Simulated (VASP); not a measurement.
A run of VASP 6.6.1:

INCAR

```
SYSTEM = As
PREC = Accurate ; ENCUT = 600
EDIFF = 1E-6 ; ISMEAR = -1
SIGMA = 0.05 ; LREAL = .FALSE.
LASPH = .TRUE. ; NELM = 80
ALGO = Normal ; ISIF = 3
LWAVE = .FALSE. ; LCHARG = .FALSE.
GGA = PE ; IBRION = 2
NSW = 60 ; EDIFFG = -0.005
PSTRESS = 1200.0
```

File KPOINTS:

```
Automatic mesh
0
G
  19 19 19
  0 0 0
```

The input POSCAR:

```
As
1.0
   -1.4284105889      1.4284105889      1.4284105889
    1.4284105889     -1.4284105889      1.4284105889
    1.4284105889      1.4284105889     -1.4284105889
As
1
Direct
    0.0000000000      0.0000000000      0.0000000000
```

Potentials or basis: VASP PAW PBE potentials, release 64 (As).

The run is started by

```sh
$ cat potpaw_PBE.64/As/POTCAR > POTCAR
$ mpirun -np 1 vasp_std > vasp.out
```

Hardware: 1 thread of Intel(R) Xeon(R) 6975P-C (Granite Rapids), with other jobs on the host.

Question: How long does it take, and how much memory?

Answer: Wall time 9.2 s on 1 thread of Intel(R) Xeon(R) 6975P-C (Granite Rapids), on a shared host, peak memory 0.14 GiB. Counts: scf iterations 17, k points 220, ion steps 3.
